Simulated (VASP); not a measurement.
Input of a VASP 6.6.1 run:

File INCAR:

```
SYSTEM = MoP4
PREC = Accurate ; ENCUT = 500
EDIFF = 1E-6 ; ISMEAR = 0
SIGMA = 0.1 ; LREAL = .FALSE.
LASPH = .TRUE. ; NELM = 120
ALGO = Normal ; ISIF = 2
LWAVE = .FALSE. ; LCHARG = .TRUE.
GGA = PS ; LELF = .TRUE.
LVHAR = .TRUE. ; NBANDS = 45
GGA_COMPAT = .FALSE.
```

Contents of KPOINTS:

```
Automatic mesh
0
G
  8 8 8
  0 0 0
```

File POSCAR:

```
MoP4
1.0
    2.6204225546     -5.5016448934      0.0039272469
    2.6204225546      5.5016448934      0.0039272469
   -2.0157692073      0.0000000000      5.4269077905
Mo P
2 8
Direct
    0.9420341229      0.0579658771      0.2500000000
    0.0579658771      0.9420341229      0.7500000000
    0.1826551318      0.3747878835      0.6804683653
    0.6252121165      0.8173448682      0.8195316347
    0.8173448682      0.6252121165      0.3195316347
    0.3747878835      0.1826551318      0.1804683653
    0.0569207565      0.4964953371      0.1890859718
    0.5035046629      0.9430792435      0.3109140282
    0.9430792435      0.5035046629      0.8109140282
    0.4964953371      0.0569207565      0.6890859718
```

Potentials or basis: VASP PAW PBE potentials, release 64 (Mo_sv, P).

Launch:

```console
$ cat potpaw_PBE.64/Mo_sv/POTCAR potpaw_PBE.64/P/POTCAR > POTCAR
$ mpirun -np 1 vasp_std > vasp.out
```

(1) Predict the largest force.

(2) What does it give for the band gap on the k mesh?

(3) Estimate the pressure.

Answers

(1) 0.038 eV/Å.

(2) zero (bands 34 and 35 overlap by 0.18 eV).

(3) 3.0 GPa.

Caveat: the cell differs from its parent crystal (biaxial strain in the a-b plane: -1.0 %, then relaxed in part); the cell stands under pressure; the PAW data sets were made with another functional, which shifts forces and pressure a little.
